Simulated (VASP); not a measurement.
# Sn4O7 (a cell with a defect) in VASP: notebook

Sn4O7 (a cell with a defect) is run at these levels: PBE+D3(BJ); tasks: single point.

Program: VASP 6.6.1. These are calculated values, not measurements. Logs are shortened: lines on timing, memory, paths and dates and some standing lists are left out, and cuts for length are marked.

**1. The cell of the first run**

The cell holds a defect, 11 atoms: a = 5.692 Å, b = 5.692 Å, c = 5.692 Å, α = 69.33°, β = 69.33°, γ = 69.33°.

**2. Single point, PBE+D3(BJ)**

Input file INCAR:

```
  ALGO = Normal
  EDIFF = 1E-7
  ENCUT = 520
  GGA = PE
  ISIF = 2
  ISMEAR = 0
  IVDW = 12
  KPAR = 4
  LASPH = T
  LCHARG = T
  LREAL = F
  LVHAR = T
  LWAVE = F
  NBANDS = 60
  NELECT = 96.0
  NELM = 100
  PREC = Accurate
  SIGMA = 0.05
```

Input file KPOINTS:

```
k-points
0
Gamma
  6 6 6
```

Input file POSCAR:

```
Sn4O7
1.0
   -3.2376496260     -1.8692578831      4.2923370236
    3.2376496260     -1.8692578831      4.2923370236
    0.0000000000      3.7385157663      4.2923370236
Sn O
4 7
Direct
    0.5000000000      0.5000000000      0.5000000000
    0.0000000000      0.0000000000      0.5000000000
    0.0000000000      0.5000000000      0.0000000000
    0.5000000000      0.0000000000      0.0000000000
    0.7436146560      0.7436146560      0.2436146560
    0.7436146560      0.2436146560      0.7436146560
    0.2436146560      0.7436146560      0.7436146560
    0.7563853440      0.7563853440      0.7563853440
    0.2563853440      0.2563853440      0.7563853440
    0.2563853440      0.7563853440      0.2563853440
    0.7264501787      0.3506592651      0.2546535804
```

Potentials or basis: VASP PAW PBE potentials, release 64 (Sn_d, O).

Command:

```sh
$ cat potpaw_PBE.64/Sn_d/POTCAR potpaw_PBE.64/O/POTCAR > POTCAR
$ mpirun -np 4 vasp_std > vasp.out
```

OUTCAR:

```text
EDIFF = 1E-7
   ENCUT = 520
   GGA = PE
   ISIF = 2
   ISMEAR = 0
   IVDW = 12
   LASPH = T
   LREAL = F
   NELECT = 96.0
   NELM = 100
   PREC = Accurate
 IVDW          = 12

 ion  position               nearest neighbor table
   1  0.500  0.500  0.500-  11 1.77   7 2.12  10 2.12   6 2.12   5 2.12   9 2.12   2 3.24   2 3.24
                             3 3.24   4 3.24   4 3.24   3 3.24
   2  0.000  0.000  0.500-   6 2.12   7 2.12  10 2.12   8 2.12  11 2.39   1 3.24   1 3.24   3 3.24
                             3 3.24   4 3.24   4 3.24
   3  0.000  0.500  0.000-  11 1.93   8 2.12   9 2.12   5 2.12   7 2.12   4 3.24   4 3.24   2 3.24
                             1 3.24   1 3.24   2 3.24
   4  0.500  0.000  0.000-   5 2.12   8 2.12   9 2.12   6 2.12  10 2.12   3 3.24   3 3.24   1 3.24
                             1 3.24   2 3.24   2 3.24
   5  0.744  0.744  0.244-   3 2.12   4 2.12   1 2.12
   6  0.744  0.244  0.744-   1 2.12   2 2.12   4 2.12
   7  0.244  0.744  0.744-   1 2.12   2 2.12   3 2.12
   8  0.756  0.756  0.756-   3 2.12   4 2.12   2 2.12
   9  0.256  0.256  0.756-   3 2.12   4 2.12   1 2.12
  10  0.256  0.756  0.256-   1 2.12   2 2.12   4 2.12
  11  0.726  0.351  0.255-   1 1.77   3 1.93   2 2.39

  LATTYP: Found a trigonal (rhomboedric) cell.
 ALAT       =     5.6921575223
 COS(alpha) =     0.3529529344

  Lattice vectors:

 A1 = (  -3.2376496260,  -1.8692578831,   4.2923370236)
 A2 = (   3.2376496260,  -1.8692578831,   4.2923370236)
 A3 = (   0.0000000000,   3.7385157663,   4.2923370236)

Analysis of symmetry for initial positions (statically):
=====================================================================
 Subroutine PRICEL returns:
 Original cell was already a primitive cell.

 Routine SETGRP: Setting up the symmetry group for a
 trigonal (rhombohedral) supercell.

 Subroutine GETGRP returns: Found  1 space group operations
 (whereof  1 operations were pure point group operations)
 out of a pool of 12 trial point group operations.

The static configuration has the point symmetry C_1 .

Analysis of symmetry for dynamics (positions and initial velocities):
=====================================================================
 Subroutine PRICEL returns:
 Original cell was already a primitive cell.

 Routine SETGRP: Setting up the symmetry group for a
 trigonal (rhombohedral) supercell.

 Subroutine GETGRP returns: Found  1 space group operations
 (whereof  1 operations were pure point group operations)
 out of a pool of 12 trial point group operations.

The dynamic configuration has the point symmetry C_1 .

 Subroutine INISYM returns: Found  1 space group operations
 (whereof  1 operations are pure point group operations),
 and found     1 'primitive' translations

----------------------------------------------------------------------------------------

                                     Primitive cell

  volume of cell :     155.8634

  direct lattice vectors                    reciprocal lattice vectors
    -3.237649626 -1.869257883  4.292337024    -0.154433017 -0.089161944  0.077657773
     3.237649626 -1.869257883  4.292337024     0.154433017 -0.089161944  0.077657773
     0.000000000  3.738515766  4.292337024     0.000000000  0.178323888  0.077657773

  length of vectors
     5.692157522  5.692157522  5.692157522     0.194499714  0.194499714  0.194499714

  position of ions in fractional coordinates (direct lattice)
     0.500000000  0.500000000  0.500000000
     1.000000000  1.000000000  0.500000000
     1.000000000  0.500000000  1.000000000
     0.500000000  1.000000000  1.000000000
     0.743614656  0.743614656  0.243614656
     0.743614656  0.243614656  0.743614656
     0.243614656  0.743614656  0.743614656
     0.756385344  0.756385344  0.756385344
     0.256385344  0.256385344  0.756385344
     0.256385344  0.756385344  0.256385344
     0.726450179  0.350659265  0.254653580

  ion indices of the primitive-cell ions
   primitive index   ion index
                 1           1
                 2           2
                 3           3
                 4           4
                 5           5
                 6           6
                 7           7
                 8           8
                 9           9
                10          10
                11          11

----------------------------------------------------------------------------------------

 KPOINTS: k-points

Automatic generation of k-mesh.
 Grid dimensions read from file:
 generate k-points for:    6    6    6

 Generating k-lattice:

  Cartesian coordinates                     Fractional coordinates (reciprocal lattice)
    -0.025738836 -0.014860324  0.012942962     0.166666667 -0.000000000 -0.000000000
     0.025738836 -0.014860324  0.012942962    -0.000000000  0.166666667 -0.000000000
     0.000000000  0.029720648  0.012942962     0.000000000  0.000000000  0.166666667

  Length of vectors
     0.032416619  0.032416619  0.032416619

  Shift w.r.t. Gamma in fractional coordinates (k-lattice)
     0.000000000  0.000000000  0.000000000

 Subroutine IBZKPT returns following result:
 ===========================================

 Found    112 irreducible k-points:

 Following reciprocal coordinates:
            Coordinates               Weight
  0.000000  0.000000  0.000000      1.000000
  0.166667  0.000000  0.000000      2.000000
  0.000000  0.166667  0.000000      2.000000
  0.000000  0.000000  0.166667      2.000000
  0.333333  0.000000  0.000000      2.000000
  0.000000  0.333333  0.000000      2.000000
[... 16 lines left out ...]
 -0.166667  0.500000  0.000000      2.000000
  0.166667  0.000000  0.500000      2.000000
 [... further k-points ...]
   k-points           NKPTS =    112   k-points in BZ     NKDIM =    112   number of bands    NBANDS=     60
   number of dos      NEDOS =    301   number of ions     NIONS =     11
   total plane-waves  NPLWV =  74088
   dimension x,y,z NGX =    42 NGY =   42 NGZ =   42
   dimension x,y,z NGXF=    84 NGYF=   84 NGZF=   84
   ions per type =               4   7
   NGX,Y,Z   is equivalent  to a cutoff of  12.27, 12.27, 12.27 a.u.
   NGXF,Y,Z  is equivalent  to a cutoff of  24.53, 24.53, 24.53 a.u.
 SYSTEM =  unknown system
   PREC   = accura    normal or accurate (medium, high low for compatibility)
   ISTART =      0    job   : 0-new  1-cont  2-samecut
   ICHARG =      2    charge: 1-file 2-atom 10-const
   ISPIN  =      1    spin polarized calculation?
   LNONCOLLINEAR =      F non collinear calculations
   LSORBIT =      F    spin-orbit coupling
   LASPH  =      T    aspherical Exc in radial PAW
   ENCUT  =  520.0 eV  38.22 Ry    6.18 a.u.  10.58 10.58 10.58*2*pi/ulx,y,z
   NELM   =    100;   NELMIN=  2; NELMDL= -5     # of ELM steps
   EDIFF  = 0.1E-06   stopping-criterion for ELM
   LREAL  =      F    real-space projection
   EDIFFG = 0.1E-05   stopping-criterion for IOM
   NSW    =      0    number of steps for IOM
   IBRION =     -1    ionic relax: 0-MD 1-quasi-New 2-CG
   NFREE  =      0    steps in history (QN), initial steepest desc. (CG)
   ISIF   =      2    stress and relaxation
   ISYM   =      2    0-nonsym 1-usesym 2-fastsym
   POTIM  = 0.5000    time-step for ionic-motion
   TEBEG  =    0.0;   TEEND  =   0.0 temperature during run
   PSTRESS=    0.0 pullay stress
   NELECT =      96.0000    total number of electrons
   NUPDOWN=      -1.0000    fix difference up-down
   EMIN   =  10.00;   EMAX   =-10.00  energy-range for DOS
   EFERMI =   0.00;   METHOD = LEGACY
   ISMEAR =     0;   SIGMA  =   0.05  broadening in eV -4-tet -1-fermi 0-gaus
   EFERMI_NEDOS =   21; number of points for ismear=-14 and -15
   IALGO  =     38    algorithm
   IMIX   =      4    mixing-type and parameters
     AMIX     =   0.40;   BMIX     =  1.00
     AMIX_MAG =   1.60;   BMIX_MAG =  1.00
  volume/ion in A,a.u.               =      14.17        95.62
  Fermi-wavevector in a.u.,A,eV,Ry     =   1.392891  2.632183 26.397288  1.940146
  Thomas-Fermi vector in A             =   2.516590
   LORBIT       =      0    0 simple, 1 ext, 2 COOP (PROOUT), +10 PAW based schemes
   GGA     = PE    functional components
   LHFCALC =     F    Hartree Fock is set to
   AEXX    =    0.0000 exact exchange contribution
   IVDW    =    12    specifies the selected vdW correction
   LEPSILON=     F    determine dielectric tensor
   LRPA    =     F    only Hartree local field effects (RPA)
 non-spin polarized calculation
 Gauss-broadening in eV      SIGMA  =   0.05
  energy-cutoff  :      520.00
  volume of cell :      155.86
 maximum number of plane-waves:      4214
   NGX = 21   NGY = 21   NGZ = 21

 number of electron      95.9999999 magnetization

 Free energy of the ion-electron system (eV)
  ---------------------------------------------------
  ext. energy  EPLUGINS =         0.00000000
  ---------------------------------------------------
  free energy    TOTEN  =       -73.22192811 eV

  energy without entropy =      -73.22061228  energy(sigma->0) =      -73.22127019

 E-fermi :   4.7705     XC(G=0): -10.1529

 val. band max:        4.7549020437   @ k =   0.5000   0.0000   0.0000
 cond. band min:       4.7845558003   @ k =   0.1667   0.1667   0.1667
 fundamental gap:      0.0296537566
 Fermi energy:         4.7704827498

 k-point     1 :       0.0000    0.0000    0.0000
  band No.  band energies     occupation
      1     -16.8947      2.00000
      2     -16.2819      2.00000
      3     -16.1930      2.00000
      4     -15.8676      2.00000
      5     -15.7381      2.00000
      6     -15.6562      2.00000
[... 52 lines left out ...]
     59      13.3256      0.00000
     60      14.9018      0.00000

 k-point     2 :       0.1667    0.0000    0.0000
  band No.  band energies     occupation
      1     -16.8569      2.00000
      2     -16.2421      2.00000
      3     -16.1572      2.00000
      4     -15.8748      2.00000
      5     -15.7448      2.00000
      6     -15.6563      2.00000
[... 52 lines left out ...]
     59      13.3813      0.00000
     60      14.7890      0.00000

 k-point     3 :       0.0000    0.1667    0.0000
  band No.  band energies     occupation
      1     -16.8778      2.00000
      2     -16.2559      2.00000
      3     -16.1557      2.00000
      4     -15.8809      2.00000
      5     -15.7360      2.00000
      6     -15.6541      2.00000
[... 1312 lines left out ...]
     59      13.6783      0.00000
     60      14.3511      0.00000

 k-point    24 :       0.1667    0.0000    0.5000
  band No.  band energies     occupation
      1     -16.7529      2.00000
      2     -16.1078      2.00000
      3     -16.0468      2.00000
      4     -15.9690      2.00000
      5     -15.7499      2.00000
      6     -15.6957      2.00000
[... 52 lines left out ...]
     59      13.8572      0.00000
     60      14.2212      0.00000

 [... further k-points ...]

------------------------ aborting loop because EDIFF is reached ----------------------------------------

 Edisp (eV)   -2.20421

 E8    (eV) :    -0.8913

  FORCE on cell =-STRESS in cart. coord.  units (eV):
  Direction    XX          YY          ZZ          XY          YZ          ZX
  --------------------------------------------------------------------------------------
  -------------------------------------------------------------------------------------
  Total     -13.95600   -11.42819   -21.59315     4.03103    -0.44785     4.81463
  in kB    -143.45889  -117.47454  -221.96400    41.43645    -4.60362    49.49132
  external pressure =     -160.97 kB  Pullay stress =        0.00 kB

 VOLUME and BASIS-vectors are now :
 -----------------------------------------------------------------------------
  energy-cutoff  :      520.00
  volume of cell :      155.86
      direct lattice vectors                 reciprocal lattice vectors
    -3.237649626 -1.869257883  4.292337024    -0.154433017 -0.089161944  0.077657773
     3.237649626 -1.869257883  4.292337024     0.154433017 -0.089161944  0.077657773
     0.000000000  3.738515766  4.292337024     0.000000000  0.178323888  0.077657773

 POSITION                                       TOTAL-FORCE (eV/Angst)
 -----------------------------------------------------------------------------------
      0.00000      0.00000      6.43851         4.923195      4.235611      4.639736
      0.00000      1.86926      2.14617         0.214801      2.849136     -1.163370
      1.61882     -0.93463      2.14617         2.244403     -3.483533     -0.287165
     -1.61882     -0.93463      2.14617        -2.616354     -1.318166     -1.104232
      0.00000     -1.86926      7.42937         1.708684     -1.017888      2.074098
     -1.61882      0.93463      7.42937        -0.192942     -0.027513      0.279397
      1.61882      0.93463      7.42937        -0.135648     -0.055964      0.269697
      0.00000      0.00000      9.73998         0.136319     -0.343196      0.185294
      0.00000      1.86926      5.44765         0.060376      1.474741      0.384701
      1.61882     -0.93463      5.44765         1.724543     -0.609359      0.281410
     -1.21668     -1.06137      5.71638        -8.067376     -1.703869     -5.559566
 -----------------------------------------------------------------------------------
    total drift:                                0.000281     -0.000057      0.000186

  FREE ENERGIE OF THE ION-ELECTRON SYSTEM (eV)
  ---------------------------------------------------
  free  energy   TOTEN  =       -75.4261426279 eV

  energy  without entropy=      -75.4248267927  energy(sigma->0) =      -75.42548471
```

Wall time 8.4 min (4 MPI ranks of Oxide Virtual Turin-like, shared host); peak memory 0.75 GiB.

Results:

| Property | Result |
| --- | --- |
| Free energy | -75.4261 eV |
| Largest force | 9.945 eV/Å |
| Dispersion energy per atom | -0.200 eV |

Forces on the atoms (eV/Å):
```
Sn   4.923  4.236  4.640
Sn   0.215  2.849 -1.163
Sn   2.244 -3.484 -0.287
Sn  -2.616 -1.318 -1.104
O    1.709 -1.018  2.074
O   -0.193 -0.028  0.279
O   -0.136 -0.056  0.270
O    0.136 -0.343  0.185
O    0.060  1.475  0.385
O    1.725 -0.609  0.281
O   -8.067 -1.704 -5.560
```

Levels at points of the mesh, in eV from the Fermi level:
```tsv
k point	band 44	band 45	band 46	band 47	band 48	band 49	band 50	band 51	band 52	band 53
(0.00, 0.00, 0.00)	-0.92	-0.83	-0.69	-0.50	-0.14	0.08	2.86	3.49	3.75	5.26
(0.50, 0.00, 0.00)	-1.06	-0.72	-0.53	-0.34	-0.02	0.57	2.18	3.33	5.27	5.53
(0.00, 0.50, 0.00)	-0.91	-0.83	-0.64	-0.35	-0.05	0.72	2.06	3.21	5.37	5.48
(0.00, 0.00, 0.50)	-0.91	-0.87	-0.56	-0.14	-0.10	0.63	1.80	3.54	5.08	5.55
(0.50, 0.50, 0.00)	-1.35	-1.15	-0.78	-0.57	-0.19	0.88	2.14	3.41	5.29	5.85
(0.50, 0.00, 0.50)	-1.36	-1.02	-0.81	-0.38	-0.09	0.95	2.29	3.13	5.18	5.85
(0.00, 0.50, 0.50)	-1.28	-1.02	-0.83	-0.36	-0.32	1.13	2.18	3.04	5.30	5.84
(0.50, 0.50, 0.50)	-1.37	-1.30	-1.24	-1.10	-0.60	0.46	2.93	3.45	4.34	5.44
```

Caveat: the cell carries a net charge on a neutralising background, which shifts energy and pressure; the cell differs from its parent crystal (atoms taken out, atom 11 moved 0.000 of the way to it and +0.500 Å across, host rigid); the cell is charged against a uniform background, so pressure and absolute levels hang on convention; spin-orbit coupling is left out, which moves the levels of the heavy elements.

(Part 1 of 2 ends here.)
